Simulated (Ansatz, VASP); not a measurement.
One calculation of Si16HC16, two programs

```
Si C H
1.0
     3.09194   -5.35539    0.00000
    -6.18387    0.00000    0.00000
     0.00000    0.00000  -10.14858
Si C H
16 16 1
Direct
  0.16673 0.33346 0.25069
  0.16690 0.33381 0.74884
  0.66646 0.33293 0.24905
  0.66646 0.33292 0.74904
  0.16674 0.83264 0.25071
  0.16692 0.83246 0.74882
  0.66590 0.83264 0.25071
  0.66554 0.83246 0.74882
  0.33048 0.16492 0.00028
  0.33319 0.16631 0.49952
  0.83443 0.16492 0.00028
  0.83311 0.16631 0.49952
  0.33312 0.66625 0.00057
  0.33313 0.66625 0.49982
  0.83444 0.66888 0.00028
  0.83312 0.66625 0.49951
  0.16800 0.33600 0.06363
  0.16652 0.33304 0.56129
  0.66645 0.33291 0.06111
  0.66649 0.33298 0.56117
  0.16800 0.83135 0.06365
  0.16654 0.83289 0.56128
  0.66334 0.83135 0.06365
  0.66634 0.83289 0.56128
  0.33334 0.16637 0.31177
  0.33376 0.16656 0.81051
  0.83302 0.16637 0.31177
  0.83279 0.16656 0.81051
  0.33311 0.66621 0.31283
  0.33312 0.66624 0.81180
  0.83303 0.66607 0.31177
  0.83281 0.66563 0.81050
  0.99968 0.99936 0.92281
```

Alike in both runs: functional PBE; k mesh 2 × 2 × 2; occupations gaussian, width 0.02 eV; collinear spin.

Ansatz relaxed the structure, and its values are those at the end. VASP's run is a single point on that final structure, the one shown.

```csv
,VASP,Ansatz
version,VASP 6.6.1,Ansatz 0.2.0
potentials or method,"VASP PAW PBE potentials, release 64 (Si, C, H), cutoff 520 eV","scalar-relativistic, plane waves, PAW"
valence electrons in the cell,129,129
```

VASP gave:

```
gap on the k mesh at the Fermi level (eV)                     : 0.28
least direct gap on the mesh (eV)                             : 0.28
rms of the force components (eV/Å)                            : 0.005
net moment per atom (μB)                                      : 0.03
size of the moment on the site where the two differ most (μB) : 0.25
```

What did Ansatz give for the same quantities?

gap on the k mesh at the Fermi level (eV): 0.27; least direct gap on the mesh (eV): 0.27; rms of the force components (eV/Å): 0.002; net moment per atom (μB): 0.03; size of the moment on the site where the two differ most (μB): 0.39.

Site moments also hang on the region over which each program counts them. With one functional, cell and mesh, what is left measures potentials, basis and numerics.

The k mesh is coarse, so the values compare programs but aren't converged.
